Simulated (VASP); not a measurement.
# Rh (P6_3/mmc) in VASP: further runs

The runs below take Rh through single point, with PBEsol.

Everything below comes from runs of VASP 6.6.1. Logs are shortened: lines on timing, memory, paths and dates and some standing lists are left out, and cuts for length are marked.

## 1. The cell of the first run

Symmetry: P6_3/mmc, No. 194, hexagonal system. Conventional cell: a = 2.731 Å, b = 2.731 Å, c = 4.428 Å, α = 90.00°, β = 90.00°, γ = 120.00°. Within 3.6 Å of Rh (site symmetry -6m2) lie 12 Rh at 2.72 to 2.73 Å.

## 2. Single point, PBEsol

INCAR

```
SYSTEM = Rh
ALGO = Normal ; EDIFF = 1E-7
ENCUT = 520 ; GGA = PS
ISIF = 2 ; ISMEAR = -1
LASPH = .True. ; LCHARG = .False.
LREAL = .False. ; LWAVE = .False.
NBANDS = 22 ; NELM = 80
PREC = Accurate ; SIGMA = 0.05
```

KPOINTS

```
k-points
0
Gamma
  6 6 4
  0 0 0
```

POSCAR

```
Rh
1.0
    2.7309790422      0.0000000000      0.0000000000
   -1.3654895211      2.3650972278      0.0000000000
    0.0000000000      0.0000000000      4.4284890000
Rh
2
Direct
    0.3333333333      0.6666666667      0.2500000000
    0.6666666667      0.3333333333      0.7500000000
```

Potentials or basis: VASP PAW PBE potentials, release 64 (Rh_pv).

Started as:

```
cat potpaw_PBE.64/Rh_pv/POTCAR > POTCAR
mpirun -np 1 vasp_std > vasp.out
```

OUTCAR:

```text
SYSTEM = Rh
   EDIFF = 1E-7
   ENCUT = 520
   GGA = PS
   ISIF = 2
   ISMEAR = -1
   LASPH = .True.
   LREAL = .False.
   NELM = 80
   PREC = Accurate

 ion  position               nearest neighbor table
   1  0.333  0.667  0.250-   2 2.72   2 2.72   2 2.72   2 2.72   2 2.72   2 2.72
   2  0.667  0.333  0.750-   1 2.72   1 2.72   1 2.72   1 2.72   1 2.72   1 2.72

  LATTYP: Found a hexagonal cell.
 ALAT       =     2.7309790422
 C/A-ratio  =     1.6215756077

  Lattice vectors:

 A1 = (   2.7309790422,   0.0000000000,   0.0000000000)
 A2 = (  -1.3654895211,   2.3650972278,   0.0000000000)
 A3 = (   0.0000000000,   0.0000000000,   4.4284890000)

Analysis of symmetry for initial positions (statically):
=====================================================================
 Subroutine PRICEL returns:
 Original cell was already a primitive cell.

 Routine SETGRP: Setting up the symmetry group for a
 hexagonal supercell.

 Subroutine GETGRP returns: Found 24 space group operations
 (whereof 12 operations were pure point group operations)
 out of a pool of 24 trial point group operations.

The static configuration has the point symmetry D_3d.
 The point group associated with its full space group is D_6h.

Analysis of symmetry for dynamics (positions and initial velocities):
=====================================================================
 Subroutine PRICEL returns:
 Original cell was already a primitive cell.

 Routine SETGRP: Setting up the symmetry group for a
 hexagonal supercell.

 Subroutine GETGRP returns: Found 24 space group operations
 (whereof 12 operations were pure point group operations)
 out of a pool of 24 trial point group operations.

The dynamic configuration has the point symmetry D_3d.
 The point group associated with its full space group is D_6h.

 Subroutine INISYM returns: Found 24 space group operations
 (whereof 12 operations are pure point group operations),
 and found     1 'primitive' translations

----------------------------------------------------------------------------------------

                                     Primitive cell

  volume of cell :      28.6037

  direct lattice vectors                    reciprocal lattice vectors
     2.730979042  0.000000000  0.000000000     0.366169049  0.211407799  0.000000000
    -1.365489521  2.365097228  0.000000000     0.000000000  0.422815599  0.000000000
     0.000000000  0.000000000  4.428489000     0.000000000  0.000000000  0.225810655
[... 75 lines left out ...]
   LNONCOLLINEAR =      F non collinear calculations
   LSORBIT =      F    spin-orbit coupling
   LASPH  =      T    aspherical Exc in radial PAW
   ENCUT  =  520.0 eV  38.22 Ry    6.18 a.u.   5.08  5.08  8.23*2*pi/ulx,y,z
   NELM   =     80;   NELMIN=  2; NELMDL= -5     # of ELM steps
   EDIFF  = 0.1E-06   stopping-criterion for ELM
   LREAL  =      F    real-space projection
   EDIFFG = 0.1E-05   stopping-criterion for IOM
   NSW    =      0    number of steps for IOM
   IBRION =     -1    ionic relax: 0-MD 1-quasi-New 2-CG
   NFREE  =      0    steps in history (QN), initial steepest desc. (CG)
   ISIF   =      2    stress and relaxation
   ISYM   =      2    0-nonsym 1-usesym 2-fastsym
   POTIM  = 0.5000    time-step for ionic-motion
   TEBEG  =    0.0;   TEEND  =   0.0 temperature during run
   PSTRESS=    0.0 pullay stress
   NELECT =      30.0000    total number of electrons
   NUPDOWN=      -1.0000    fix difference up-down
   EMIN   =  10.00;   EMAX   =-10.00  energy-range for DOS
   EFERMI =   0.00;   METHOD = LEGACY
   ISMEAR =    -1;   SIGMA  =   0.05  broadening in eV -4-tet -1-fermi 0-gaus
   EFERMI_NEDOS =   21; number of points for ismear=-14 and -15
   IALGO  =     38    algorithm
   IMIX   =      4    mixing-type and parameters
     AMIX     =   0.40;   BMIX     =  1.00
     AMIX_MAG =   1.60;   BMIX_MAG =  1.00
  volume/ion in A,a.u.               =      14.30        96.51
  Fermi-wavevector in a.u.,A,eV,Ry     =   1.663314  3.143208 37.642066  2.766614
  Thomas-Fermi vector in A             =   2.750053
   LORBIT       =      0    0 simple, 1 ext, 2 COOP (PROOUT), +10 PAW based schemes
   GGA     = PS    functional components
   LHFCALC =     F    Hartree Fock is set to
   AEXX    =    0.0000 exact exchange contribution
   IVDW    =     0    specifies the selected vdW correction
   LEPSILON=     F    determine dielectric tensor
   LRPA    =     F    only Hartree local field effects (RPA)
 non-spin polarized calculation
  energy-cutoff  :      520.00
  volume of cell :       28.60
 maximum number of plane-waves:       785
   NGX = 11   NGY = 11   NGZ = 17

 number of electron      30.0000009 magnetization

 Free energy of the ion-electron system (eV)
  ---------------------------------------------------
  ext. energy  EPLUGINS =         0.00000000
  ---------------------------------------------------
  free energy    TOTEN  =       -16.11218338 eV

  energy without entropy =      -16.08773789  energy(sigma->0) =      -16.09996064

 E-fermi :  11.0270     XC(G=0): -13.9642

 val. band max:       11.0191976439   @ k =   0.1667   0.1667   0.0000
 cond. band min:      11.0435547405   @ k =   0.3333   0.3333   0.0000
 fundamental gap:      0.0243570965
 Fermi energy:        11.0269609134

 k-point     1 :       0.0000    0.0000    0.0000
  band No.  band energies     occupation
      1     -35.8976      2.00000
      2     -35.2818      2.00000
      3     -35.2818      2.00000
      4     -35.2444      2.00000
      5     -35.1884      2.00000
      6     -35.1884      2.00000
[... 514 lines left out ...]
     21      21.0621      0.00000
     22      21.0621      0.00000

------------------------ aborting loop because EDIFF is reached ----------------------------------------

  FORCE on cell =-STRESS in cart. coord.  units (eV):
  Direction    XX          YY          ZZ          XY          YZ          ZX
  --------------------------------------------------------------------------------------
  -------------------------------------------------------------------------------------
  Total       -2.0942713     -2.0942713     -3.0920897      0.0000000      0.0000000      0.0000000
  in kB     -117.3060973   -117.3060973   -173.1967482      0.0000000      0.0000000      0.0000000
  external PRESSURE =    -135.9363143 kB  Pullay stress =       0.0000000 kB

 VOLUME and BASIS-vectors are now :
 -----------------------------------------------------------------------------
  energy-cutoff  :      520.00
  volume of cell :       28.60
      direct lattice vectors                 reciprocal lattice vectors
     2.730979042  0.000000000  0.000000000     0.366169049  0.211407799  0.000000000
    -1.365489521  2.365097228  0.000000000     0.000000000  0.422815599  0.000000000
     0.000000000  0.000000000  4.428489000     0.000000000  0.000000000  0.225810655

 POSITION                                       TOTAL-FORCE (eV/Angst)
 -----------------------------------------------------------------------------------
     -0.00000      1.57673      1.10712        -0.000000     -0.000000      0.000000
      1.36549      0.78837      3.32137         0.000000      0.000000      0.000000
 -----------------------------------------------------------------------------------
    total drift:                               -0.000000      0.000000     -0.000000

  FREE ENERGIE OF THE ION-ELECTRON SYSTEM (eV)
  ---------------------------------------------------
  free  energy   TOTEN  =       -16.1121833835 eV

  energy  without entropy=      -16.0877378867  energy(sigma->0) =      -16.09996064
```

OSZICAR:

```text
N       E                     dE             d eps       ncg     rms          rms(c)
DAV:   1     0.322257671319E+03    0.32226E+03   -0.19228E+04   924   0.158E+03
DAV:   2    -0.105496516655E+02   -0.33281E+03   -0.32152E+03   960   0.469E+02
DAV:   3    -0.173369294935E+02   -0.67873E+01   -0.67556E+01  1068   0.765E+01
DAV:   4    -0.173816669904E+02   -0.44737E-01   -0.44733E-01  1036   0.619E+00
DAV:   5    -0.173823829015E+02   -0.71591E-03   -0.71591E-03  1056   0.819E-01    0.143E+01
DAV:   6    -0.161529127853E+02    0.12295E+01   -0.30215E+00  1014   0.182E+01    0.422E+00
DAV:   7    -0.161205973550E+02    0.32315E-01   -0.41350E-02  1008   0.173E+00    0.207E+00
DAV:   8    -0.161125700659E+02    0.80273E-02   -0.73307E-03  1010   0.980E-01    0.328E-01
DAV:   9    -0.161121712695E+02    0.39880E-03   -0.29427E-04  1056   0.206E-01    0.422E-02
DAV:  10    -0.161121833758E+02   -0.12106E-04   -0.72019E-06  1066   0.271E-02    0.811E-03
DAV:  11    -0.161121839277E+02   -0.55193E-06   -0.75270E-07  1044   0.855E-03    0.221E-03
DAV:  12    -0.161121833696E+02    0.55812E-06   -0.73825E-08   666   0.311E-03    0.195E-04
DAV:  13    -0.161121833835E+02   -0.13908E-07   -0.37947E-09   528   0.561E-04
   1 F= -.16112183E+02 E0= -.16099961E+02  d E =-.244455E-01
```

Wall time 12 s (1 thread of Intel Xeon Platinum 8488C (Sapphire Rapids), shared host); peak memory 0.14 GiB.

What came out:

```yaml
Free_energy: -16.1122 eV
Pressure: -13.6 GPa
Band_gap_on_the_k_mesh: zero (band 15 reaches 11.74 eV, above the bottom of band 16 at 9.42 eV)
```

Levels at points of the mesh, in eV from the Fermi level:
```tsv
k point	band 12	band 13	band 14	band 15	band 16	band 17	band 18	band 19
(0.00, 0.00, 0.00)	-2.25	-2.25	-1.70	-1.70	0.22	0.22	0.76	8.26
(0.50, 0.00, 0.00)	-2.04	-1.97	0.54	0.67	0.82	3.00	5.02	10.10
(0.00, 0.00, 0.50)	-2.84	-2.84	-2.84	-0.32	-0.32	-0.32	-0.32	14.70
(0.50, 0.00, 0.50)	-1.48	-0.20	-0.20	0.71	0.71	2.68	2.68	9.02
```

Caveat: the k points lie up to 0.44 Å⁻¹ apart; the PAW data sets were made with another functional, which shifts forces and pressure a little.

## 3. Single point, PBEsol

This run uses another cell than the first one, of 13.73 Å³/atom, 0.960 times its volume.

INCAR

```
SYSTEM = Rh
PREC = Accurate
ENCUT = 520
EDIFF = 1E-6
ISMEAR = -1
SIGMA = 0.05
LREAL = .False.
LASPH = .True.
NELM = 100
ALGO = Fast
ISIF = 2
LWAVE = .False.
LCHARG = .False.
GGA = PS
NBANDS = 22
```

KPOINTS

```
regular mesh
0
Gamma
  9 9 5
  0 0 0
```

POSCAR, as its differences from that of step 2:

```diff
@@ -4,3 +4,3 @@
    -1.3654895211      2.3650972278      0.0000000000
-    0.0000000000      0.0000000000      4.4284890000
+    0.0000000000      0.0000000000      4.2513494400
 Rh
```

Potentials or basis: VASP PAW PBE potentials, release 64 (Rh_pv).

Started as:

```
cat potpaw_PBE.64/Rh_pv/POTCAR > POTCAR
mpirun -np 1 vasp_std > vasp.out
```

OUTCAR:

```text
SYSTEM = Rh
   PREC = Accurate
   ENCUT = 520
   EDIFF = 1E-6
   ISMEAR = -1
   LREAL = .False.
   LASPH = .True.
   NELM = 100
   ISIF = 2
   GGA = PS

 ion  position               nearest neighbor table
   1  0.333  0.667  0.250-   2 2.65   2 2.65   2 2.65   2 2.65   2 2.65   2 2.65
   2  0.667  0.333  0.750-   1 2.65   1 2.65   1 2.65   1 2.65   1 2.65   1 2.65

  LATTYP: Found a hexagonal cell.
 ALAT       =     2.7309790422
 C/A-ratio  =     1.5567125834

  Lattice vectors:

 A1 = (   2.7309790422,   0.0000000000,   0.0000000000)
 A2 = (  -1.3654895211,   2.3650972278,   0.0000000000)
 A3 = (   0.0000000000,   0.0000000000,   4.2513494400)

Analysis of symmetry for initial positions (statically):
=====================================================================
 Subroutine PRICEL returns:
 Original cell was already a primitive cell.

 Routine SETGRP: Setting up the symmetry group for a
 hexagonal supercell.

 Subroutine GETGRP returns: Found 24 space group operations
 (whereof 12 operations were pure point group operations)
[... 155 lines left out ...]

 number of electron      29.9999999 magnetization

 Free energy of the ion-electron system (eV)
  ---------------------------------------------------
  ext. energy  EPLUGINS =         0.00000000
  ---------------------------------------------------
  free energy    TOTEN  =       -16.17004422 eV

  energy without entropy =      -16.13858003  energy(sigma->0) =      -16.15431213

 E-fermi :  11.8880     XC(G=0): -14.2229

 val. band max:       11.8523811395   @ k =   0.1111   0.1111   0.4000
 cond. band min:      11.8976885174   @ k =   0.2222   0.1111   0.4000
 fundamental gap:      0.0453073779
 Fermi energy:        11.8880055023

 k-point     1 :       0.0000    0.0000    0.0000
  band No.  band energies     occupation
      1     -35.3631      2.00000
      2     -34.6641      2.00000
      3     -34.6641      2.00000
      4     -34.5351      2.00000
      5     -34.5309      2.00000
      6     -34.5309      2.00000
[... 589 lines left out ...]
     21      24.2541      0.00000
     22      24.2541      0.00000

 [... further k-points ...]
[... 5 lines left out ...]
  --------------------------------------------------------------------------------------
  -------------------------------------------------------------------------------------
  Total       -1.2632182     -1.2632182      1.0235645     -0.0000000      0.0000000     -0.0000000
  in kB      -73.7046338    -73.7046338     59.7216264     -0.0000000      0.0000000     -0.0000000
  external PRESSURE =     -29.2292137 kB  Pullay stress =       0.0000000 kB

 VOLUME and BASIS-vectors are now :
 -----------------------------------------------------------------------------
  energy-cutoff  :      520.00
  volume of cell :       27.46
      direct lattice vectors                 reciprocal lattice vectors
     2.730979042  0.000000000  0.000000000     0.366169049  0.211407799  0.000000000
    -1.365489521  2.365097228  0.000000000     0.000000000  0.422815599  0.000000000
     0.000000000  0.000000000  4.251349440     0.000000000  0.000000000  0.235219432

 POSITION                                       TOTAL-FORCE (eV/Angst)
 -----------------------------------------------------------------------------------
     -0.00000      1.57673      1.06284         0.000000      0.000000      0.000000
      1.36549      0.78837      3.18851        -0.000000     -0.000000      0.000000
 -----------------------------------------------------------------------------------
    total drift:                               -0.000000      0.000000     -0.000000

  FREE ENERGIE OF THE ION-ELECTRON SYSTEM (eV)
  ---------------------------------------------------
  free  energy   TOTEN  =       -16.1700442200 eV

  energy  without entropy=      -16.1385800309  energy(sigma->0) =      -16.15431213
```

OSZICAR:

```text
N       E                     dE             d eps       ncg     rms          rms(c)
DAV:   1     0.329812052382E+03    0.32981E+03   -0.18866E+04  1584   0.158E+03
DAV:   2    -0.982266296739E+01   -0.33963E+03   -0.32751E+03  1638   0.478E+02
DAV:   3    -0.173429057657E+02   -0.75202E+01   -0.74772E+01  1854   0.799E+01
DAV:   4    -0.173926541220E+02   -0.49748E-01   -0.49745E-01  1758   0.655E+00
DAV:   5    -0.173934405930E+02   -0.78647E-03   -0.78646E-03  1902   0.839E-01    0.159E+01
RMM:   6    -0.162144633088E+02    0.11790E+01   -0.26666E+00  1629   0.138E+01    0.519E+00
RMM:   7    -0.161784093949E+02    0.36054E-01   -0.11561E-01  1669   0.274E+00    0.221E+00
RMM:   8    -0.161708461393E+02    0.75633E-02   -0.20628E-02  1736   0.144E+00    0.404E-01
RMM:   9    -0.161700099321E+02    0.83621E-03   -0.24294E-03  1846   0.472E-01    0.160E-02
RMM:  10    -0.161700438126E+02   -0.33880E-04   -0.28253E-04  1868   0.176E-01    0.113E-02
RMM:  11    -0.161700446503E+02   -0.83765E-06   -0.20262E-05  2025   0.411E-02    0.453E-03
RMM:  12    -0.161700442200E+02    0.43024E-06   -0.43803E-06  1466   0.187E-02
   1 F= -.16170044E+02 E0= -.16154312E+02  d E =-.314642E-01
```

stdout:

```text
POSCAR found type information on POSCAR Rh
 POSCAR found :  1 types and       2 ions
 scaLAPACK will be used
 -----------------------------------------------------------------------------
|                                                                             |
|                                                                             |
|     You enforced a specific xc type in the INCAR file but a different       |
|     I HOPE YOU KNOW WHAT YOU ARE DOING!                                     |
|                                                                             |
 -----------------------------------------------------------------------------

 LDA part: xc-table for (Slater+PW92), standard interpolation
 POSCAR, INCAR and KPOINTS ok, starting setup
 FFT: planning ... GRIDC
 FFT: planning ... GRID_SOFT
 FFT: planning ... GRID
 WAVECAR not read
 entering main loop
```

Run time: 13 s. Hardware: 1 thread of Intel Xeon Platinum 8488C (Sapphire Rapids), shared host; peak memory 0.14 GiB.

What came out:

```yaml
Free_energy: -16.1700 eV
Pressure: -2.9 GPa
Band_gap_on_the_k_mesh: zero (band 15 reaches 12.37 eV, above the bottom of band 16 at 10.39 eV)
```

Levels at points of the mesh, in eV from the Fermi level:
| k point | band 11 | band 12 | band 13 | band 14 | band 15 | band 16 | band 17 | band 18 | band 19 | band 20 |
| --- | --- | --- | --- | --- | --- | --- | --- | --- | --- | --- |
| (0.00, 0.00, 0.00) | -2.84 | -2.48 | -2.48 | -2.19 | -2.19 | 0.13 | 0.13 | 1.04 | 9.14 | 15.59 |

Caveat: the PAW data sets were made with another functional, which shifts forces and pressure a little.
